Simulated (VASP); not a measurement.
# Tl (P3_121) in VASP: single point with r2SCAN

Aim: the single point of Tl with r2SCAN.

Everything below comes from runs of VASP 6.6.1. Logs are shortened: lines on timing, memory, paths and dates and some standing lists are left out, and cuts for length are marked.

**1. The cell of the first run**

The structure is trigonal, space group P3_121 (No. 152). The conventional cell has a = 4.539 Å, b = 4.539 Å, c = 5.150 Å, α = 90.00°, β = 90.00°, γ = 120.00°. Within 3.3 Å of Tl (site symmetry 2) lie 2 Tl at 2.47 Å.

**2. Single point, r2SCAN**

Contents of POSCAR:

```
Tl
1.0
    4.5390587922      0.0000000000      0.0000000000
   -2.2695293962      3.9309402234      0.0000000000
    0.0000000000      0.0000000000      5.1497141442
Tl
3
Direct
    0.2254000000      0.0000000000      0.3333333333
    0.0000000000      0.2254000000      0.6666666667
    0.7746000000      0.7746000000      0.0000000000
```

Contents of INCAR.step1:

```
SYSTEM = Tl
ALGO = Normal
EDIFF = 1E-4
ENCUT = 520
GGA = PE
ISMEAR = 0
LASPH = .TRUE.
LCHARG = .FALSE.
LREAL = .FALSE.
LWAVE = .TRUE.
NBANDS = 26
NELM = 100
PREC = Accurate
SIGMA = 0.1
```

Contents of INCAR.step2:

```
SYSTEM = Tl
ALGO = Normal
EDIFF = 1E-7
ENCUT = 520
ISIF = 2
ISMEAR = 0
ISTART = 1
LASPH = .TRUE.
LCHARG = .FALSE.
LMIXTAU = .TRUE.
LREAL = .FALSE.
LWAVE = .FALSE.
METAGGA = R2SCAN
NBANDS = 26
NELM = 100
PREC = Accurate
SIGMA = 0.1
```

Contents of KPOINTS:

```
k-points
0
G
  6 6 4
  0 0 0
```

Potentials or basis: VASP PAW PBE potentials, release 64 (Tl_d).

Started as:

```console
$ cat potpaw_PBE.64/Tl_d/POTCAR > POTCAR
$ cp INCAR.step1 INCAR
$ mpirun -np 1 vasp_std > vasp.out
$ cp INCAR.step2 INCAR
$ mpirun -np 1 vasp_std > vasp.out
```

OUTCAR:

```text
SYSTEM = Tl
   EDIFF = 1E-7
   ENCUT = 520
   ISIF = 2
   ISMEAR = 0
   ISTART = 1
   LASPH = .TRUE.
   LREAL = .FALSE.
   METAGGA = R2SCAN
   NELM = 100
   PREC = Accurate

 ion  position               nearest neighbor table
   1  0.225  0.000  0.333-   3 2.47   2 2.47   3 3.57   3 3.57   2 3.57   2 3.57   2 3.86   3 3.86

   2  0.000  0.225  0.667-   3 2.47   1 2.47   3 3.57   3 3.57   1 3.57   1 3.57   1 3.86   3 3.86

   3  0.775  0.775  0.000-   1 2.47   2 2.47   2 3.57   1 3.57   1 3.57   2 3.57   1 3.86   2 3.86

  LATTYP: Found a hexagonal cell.
 ALAT       =     4.5390587922
 C/A-ratio  =     1.1345334749

  Lattice vectors:

 A1 = (   4.5390587922,   0.0000000000,   0.0000000000)
 A2 = (  -2.2695293962,   3.9309402234,   0.0000000000)
 A3 = (   0.0000000000,   0.0000000000,   5.1497141442)

Analysis of symmetry for initial positions (statically):
=====================================================================
 Subroutine PRICEL returns:
 Original cell was already a primitive cell.

 Routine SETGRP: Setting up the symmetry group for a
 hexagonal supercell.

 Subroutine GETGRP returns: Found  6 space group operations
 (whereof  2 operations were pure point group operations)
 out of a pool of 24 trial point group operations.

The static configuration has the point symmetry C_2 .
 The point group associated with its full space group is D_3 .

Analysis of symmetry for dynamics (positions and initial velocities):
=====================================================================
 Subroutine PRICEL returns:
 Original cell was already a primitive cell.

 Routine SETGRP: Setting up the symmetry group for a
 hexagonal supercell.

 Subroutine GETGRP returns: Found  6 space group operations
 (whereof  2 operations were pure point group operations)
 out of a pool of 24 trial point group operations.

The dynamic configuration has the point symmetry C_2 .
 The point group associated with its full space group is D_3 .

 Subroutine INISYM returns: Found  6 space group operations
 (whereof  2 operations are pure point group operations),
 and found     1 'primitive' translations

----------------------------------------------------------------------------------------

                                     Primitive cell

  volume of cell :      91.8852

  direct lattice vectors                    reciprocal lattice vectors
     4.539058792  0.000000000  0.000000000     0.220309991  0.127196032  0.000000000
    -2.269529396  3.930940223  0.000000000     0.000000000  0.254392065  0.000000000
     0.000000000  0.000000000  5.149714144     0.000000000  0.000000000  0.194185536

  length of vectors
     4.539058792  4.539058792  5.149714144     0.254392065  0.254392065  0.194185536

  position of ions in fractional coordinates (direct lattice)
     0.225400000  0.000000000  0.333333333
     0.000000000  0.225400000  0.666666667
     0.774600000  0.774600000  0.000000000

  ion indices of the primitive-cell ions
   primitive index   ion index
                 1           1
                 2           2
                 3           3

----------------------------------------------------------------------------------------

 KPOINTS: k-points

Automatic generation of k-mesh.
 Grid dimensions read from file:
 generate k-points for:    6    6    4

 Generating k-lattice:

  Cartesian coordinates                     Fractional coordinates (reciprocal lattice)
     0.036718332  0.021199339  0.000000000     0.166666667  0.000000000  0.000000000
     0.000000000  0.042398677  0.000000000     0.000000000  0.166666667  0.000000000
     0.000000000  0.000000000  0.048546384     0.000000000  0.000000000  0.250000000

  Length of vectors
     0.042398677  0.042398677  0.048546384

  Shift w.r.t. Gamma in fractional coordinates (k-lattice)
     0.000000000  0.000000000  0.000000000

 Subroutine IBZKPT returns following result:
 ===========================================

 Found     24 irreducible k-points:

 Following reciprocal coordinates:
            Coordinates               Weight
  0.000000  0.000000  0.000000      1.000000
  0.166667  0.000000  0.000000      6.000000
  0.333333 -0.000000  0.000000      6.000000
  0.500000  0.000000  0.000000      3.000000
  0.166667  0.166667  0.000000      6.000000
  0.333333  0.166667  0.000000     12.000000
[... 16 lines left out ...]
  0.333333  0.166667  0.500000     12.000000
  0.333333  0.333333  0.500000      2.000000
   k-points           NKPTS =     24   k-points in BZ     NKDIM =     24   number of bands    NBANDS=     26
   number of dos      NEDOS =    301   number of ions     NIONS =      3
   total plane-waves  NPLWV =  51840
   dimension x,y,z NGX =    36 NGY =   36 NGZ =   40
   dimension x,y,z NGXF=    72 NGYF=   72 NGZF=   80
   ions per type =               3
   NGX,Y,Z   is equivalent  to a cutoff of  13.19, 13.19, 12.91 a.u.
   NGXF,Y,Z  is equivalent  to a cutoff of  26.37, 26.37, 25.83 a.u.
 SYSTEM =  Tl
   PREC   = accura    normal or accurate (medium, high low for compatibility)
   ISTART =      1    job   : 0-new  1-cont  2-samecut
   ICHARG =      0    charge: 1-file 2-atom 10-const
   ISPIN  =      1    spin polarized calculation?
   LNONCOLLINEAR =      F non collinear calculations
   LSORBIT =      F    spin-orbit coupling
   LASPH  =      T    aspherical Exc in radial PAW
   ENCUT  =  520.0 eV  38.22 Ry    6.18 a.u.   8.44  8.44  9.58*2*pi/ulx,y,z
   NELM   =    100;   NELMIN=  2; NELMDL=  0     # of ELM steps
   EDIFF  = 0.1E-06   stopping-criterion for ELM
   LREAL  =      F    real-space projection
   EDIFFG = 0.1E-05   stopping-criterion for IOM
   NSW    =      0    number of steps for IOM
   IBRION =     -1    ionic relax: 0-MD 1-quasi-New 2-CG
   NFREE  =      0    steps in history (QN), initial steepest desc. (CG)
   ISIF   =      2    stress and relaxation
   ISYM   =      2    0-nonsym 1-usesym 2-fastsym
   POTIM  = 0.5000    time-step for ionic-motion
   TEBEG  =    0.0;   TEEND  =   0.0 temperature during run
   PSTRESS=    0.0 pullay stress
   NELECT =      39.0000    total number of electrons
   NUPDOWN=      -1.0000    fix difference up-down
   EMIN   =  10.00;   EMAX   =-10.00  energy-range for DOS
   EFERMI =   0.00;   METHOD = LEGACY
   ISMEAR =     0;   SIGMA  =   0.10  broadening in eV -4-tet -1-fermi 0-gaus
   EFERMI_NEDOS =   21; number of points for ismear=-14 and -15
   IALGO  =     38    algorithm
   IMIX   =      4    mixing-type and parameters
     AMIX     =   0.40;   BMIX     =  1.00
     AMIX_MAG =   1.60;   BMIX_MAG =  1.00
  volume/ion in A,a.u.               =      30.63       206.69
  Fermi-wavevector in a.u.,A,eV,Ry     =   1.230310  2.324949 20.594633  1.513663
  Thomas-Fermi vector in A             =   2.365164
   LORBIT       =      0    0 simple, 1 ext, 2 COOP (PROOUT), +10 PAW based schemes
   METAGGA = R2SCAN    functional components
   LHFCALC =     F    Hartree Fock is set to
   AEXX    =    0.0000 exact exchange contribution
   IVDW    =     0    specifies the selected vdW correction
   LEPSILON=     F    determine dielectric tensor
   LRPA    =     F    only Hartree local field effects (RPA)
 non-spin polarized calculation
 Gauss-broadening in eV      SIGMA  =   0.10
  energy-cutoff  :      520.00
  volume of cell :       91.89
 maximum number of plane-waves:      2494
 NGX is ok and might be reduce to    36
   NGX = 17   NGY = 17   NGZ = 19

 number of electron      39.0000002 magnetization

 Free energy of the ion-electron system (eV)
  ---------------------------------------------------
  ext. energy  EPLUGINS =         0.00000000
  ---------------------------------------------------
  free energy    TOTEN  =      -156.04437748 eV

  energy without entropy =     -156.03916889  energy(sigma->0) =     -156.04177319

 E-fermi :   5.7616     XC(G=0): -10.2946

 val. band max:        5.7239822293   @ k =   0.3333   0.3333   0.2500
 cond. band min:       5.7969454603   @ k =   0.1667   0.1667   0.5000
 fundamental gap:      0.0729632310
 Fermi energy:         5.7616324813

 k-point     1 :       0.0000    0.0000    0.0000
  band No.  band energies     occupation
      1      -8.4207      2.00000
      2      -8.4207      2.00000
      3      -7.8007      2.00000
      4      -7.5818      2.00000
      5      -7.5818      2.00000
      6      -7.3829      2.00000
[... 18 lines left out ...]
     25      13.6987      0.00000
     26      14.1481      0.00000

 k-point     2 :       0.1667    0.0000    0.0000
  band No.  band energies     occupation
      1      -8.4075      2.00000
      2      -8.3993      2.00000
      3      -7.8064      2.00000
      4      -7.5838      2.00000
      5      -7.5650      2.00000
      6      -7.4048      2.00000
[... 18 lines left out ...]
     25      12.7836      0.00000
     26      13.4292      0.00000

 k-point     3 :       0.3333   -0.0000    0.0000
  band No.  band energies     occupation
      1      -8.3800      2.00000
      2      -8.3583      2.00000
      3      -7.8234      2.00000
      4      -7.5840      2.00000
      5      -7.5298      2.00000
      6      -7.4444      2.00000
[... 18 lines left out ...]
     25      12.5819      0.00000
     26      13.7202      0.00000

 k-point     4 :       0.5000    0.0000    0.0000
  band No.  band energies     occupation
      1      -8.3657      2.00000
      2      -8.3388      2.00000
      3      -7.8344      2.00000
      4      -7.5848      2.00000
      5      -7.5111      2.00000
      6      -7.4597      2.00000
[... 18 lines left out ...]
     25      12.4273      0.00000
     26      13.8457      0.00000
[... 496 lines left out ...]
      1      -8.4860      2.00000
      2      -8.0409      2.00000
      3      -8.0127      2.00000
      4      -7.6911      2.00000
      5      -7.3935      2.00000
      6      -7.3914      2.00000
[... 18 lines left out ...]
     25      12.7327      0.00000
     26      13.2844      0.00000

 k-point    23 :       0.3333    0.1667    0.5000
  band No.  band energies     occupation
      1      -8.4825      2.00000
      2      -8.0296      2.00000
      3      -7.9963      2.00000
      4      -7.6503      2.00000
      5      -7.3711      2.00000
      6      -7.3663      2.00000
[... 18 lines left out ...]
     25      14.0256      0.00000
     26      14.9210      0.00000

 k-point    24 :       0.3333    0.3333    0.5000
  band No.  band energies     occupation
      1      -8.4797      2.00000
      2      -8.0074      2.00000
      3      -8.0074      2.00000
      4      -7.6337      2.00000
      5      -7.3618      2.00000
      6      -7.3618      2.00000
[... 18 lines left out ...]
     25      14.2638      0.00000
     26      14.8503      0.00000

------------------------ aborting loop because EDIFF is reached ----------------------------------------

  FORCE on cell =-STRESS in cart. coord.  units (eV):
  Direction    XX          YY          ZZ          XY          YZ          ZX
  --------------------------------------------------------------------------------------
  -------------------------------------------------------------------------------------
  Total        6.5530478      6.5530478     17.2978044     -0.0000000     -0.0000000     -0.0000000
  in kB      114.2637694    114.2637694    301.6172623     -0.0000000     -0.0000000     -0.0000000
  external PRESSURE =     176.7149337 kB  Pullay stress =       0.0000000 kB

 VOLUME and BASIS-vectors are now :
 -----------------------------------------------------------------------------
  energy-cutoff  :      520.00
  volume of cell :       91.89
      direct lattice vectors                 reciprocal lattice vectors
     4.539058792  0.000000000  0.000000000     0.220309991  0.127196032  0.000000000
    -2.269529396  3.930940223  0.000000000     0.000000000  0.254392065  0.000000000
     0.000000000  0.000000000  5.149714144     0.000000000  0.000000000  0.194185536

 POSITION                                       TOTAL-FORCE (eV/Angst)
 -----------------------------------------------------------------------------------
      1.02310      0.00000      1.71657         5.931649     -0.000000     -0.000000
     -0.51155      0.88603      3.43314        -2.965824      5.136959      0.000000
      1.75798      3.04491      0.00000        -2.965824     -5.136959     -0.000000
 -----------------------------------------------------------------------------------
    total drift:                                0.000013      0.000022      0.000000

  FREE ENERGIE OF THE ION-ELECTRON SYSTEM (eV)
  ---------------------------------------------------
  free  energy   TOTEN  =      -156.0443774847 eV

  energy  without entropy=     -156.0391688895  energy(sigma->0) =     -156.04177319
```

Run time: 2.6 min. Hardware: 1 thread of Intel Xeon Platinum 8375C at 2.90GHz (Ice Lake), shared host; peak memory 0.24 GiB.

Results:

| Property | Result |
| --- | --- |
| Free energy | -156.0444 eV |
| Pressure | 17.7 GPa |
| Largest force | 5.932 eV/Å |

Forces on the atoms (eV/Å):
```
Tl   5.932  0.000  0.000
Tl  -2.966  5.137  0.000
Tl  -2.966 -5.137  0.000
```

Stress tensor (GPa, compression positive):
```
11.43  0.00  0.00
 0.00 11.43  0.00
 0.00  0.00 30.16
```

Caveat: the PAW data sets were made with another functional, which shifts forces and pressure a little; spin-orbit coupling is left out, which moves the levels of the heavy elements.
